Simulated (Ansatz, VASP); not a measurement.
## SrMg in VASP and in Ansatz

INCAR

```
SYSTEM = SrMg
  PREC = Accurate
  ENCUT = 520
  EDIFF = 1E-6
  ISMEAR = 0
  SIGMA = 0.15
  LREAL = .False.
  LASPH = .True.
  NELM = 100
  ALGO = Fast
  ISIF = 2
  LWAVE = .False.
  LCHARG = .True.
  LELF = .True.
  LVHAR = .True.
  NBANDS = 13
```

File KPOINTS:

```
Automatic mesh
0
Gamma
  12 12 12
  0 0 0
```

The input POSCAR:

```
SrMg
1.0
    3.9000000000      0.0000000000      0.0000000000
    0.0000000000      3.9000000000      0.0000000000
    0.0000000000      0.0000000000      4.0170000000
Sr Mg
1 1
Direct
    0.5000000000      0.5000000000      0.5000000000
    0.0000000000      0.0000000000      0.0000000000
```

Input for Ansatz:

```yaml
crystal:
  lattice:
    - [3.9, 0.0, 0.0]
    - [0.0, 3.9, 0.0]
    - [0.0, 0.0, 4.017]
  atoms:
    - { symbol: Sr, position: [0.5, 0.5, 0.5] }
    - { symbol: Mg, position: [0.0, 0.0, 0.0] }
basis:
  ecutwfc: 420
kpoints:
  mp_grid: { grid: [12, 12, 12] }
hamiltonian:
  xc: lda
scf:
  occupations: { method: gaussian, width: 0.15 }
output:
  forces: true
  stress: true
  eigenvalues: true
```

Change from the starting cell: strain +0.000 along x and y, +0.030 along z, atoms carried along.

Alike in both runs: task single point; functional LDA; k mesh 12 × 12 × 12; occupations gaussian, width 0.15 eV; no spin polarisation.

|  | VASP | Ansatz |
| --- | --- | --- |
| version | VASP 6.6.1 | Ansatz 0.2.0 |
| potentials or method | VASP PAW LDA potentials, release 64 (Sr_sv, Mg), cutoff 520 eV | scalar-relativistic, plane waves, PAW |
| valence electrons in the cell | 12 | 20 |

|  | VASP | Ansatz | Ansatz less VASP |
| --- | --- | --- | --- |
| gap on the k mesh at the Fermi level (eV) | none | none | - |
| pressure (GPa) | 2.3 | 2.4 | +0.16 |
| traceless stress, the component that is largest in VASP (GPa) | -0.19 | -0.18 | +0.008 |

LDA's correlation is that of Perdew and Zunger in VASP and of Perdew and Wang (1992) in Ansatz. A gap of «none» marks a metal or a gap that the smearing closes. VASP's potentials hold 12 valence electrons a cell and Ansatz's 20, so a difference there can come from the potentials and not from the codes.
